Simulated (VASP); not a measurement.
WS: single point with PBE

Crystal: WS.

```
W S
1.0
     0.00000    2.74559    2.74559
     2.74559    0.00000    2.74559
     2.74559    2.74559    0.00000
W S
1 1
Direct
  0.00000 0.00000 0.00000
  0.75000 0.75000 0.75000
```

```
Program             : VASP 6.6.1
Task                : single point
Functional          : PBE
Potentials or basis : VASP PAW PBE potentials, release 64 (W_sv, S)
Cutoff              : 520 eV
k mesh              : 6 × 6 × 6
Occupations         : gaussian, width 0.1 eV
Spin                : no spin polarisation
```

```
Pressure               : -11.1 GPa
Band gap on the k mesh : zero (band 10 reaches 7.12 eV, above the bottom of band 11 at 6.72 eV)
```

Levels at points of the mesh, in eV from the Fermi level:
```tsv
k point	band 8	band 9	band 10	band 11	band 12	band 13
(0.00, 0.00, 0.00)	-5.66	-0.53	-0.53	0.46	4.40	4.40
(0.50, 0.00, 0.00)	-5.26	-0.14	-0.06	-0.06	2.26	2.26
(0.50, 0.50, 0.00)	-4.55	-1.79	-0.45	0.69	1.00	1.00
```

Run time: 12 s on 1 thread of Intel(R) Xeon(R) Platinum 8259CL CPU @ 2.50GHz (Skylake/Cascade Lake), on a shared host, peak memory 0.17 GiB.

Caveat: spin-orbit coupling is left out, which moves the levels of the heavy elements.
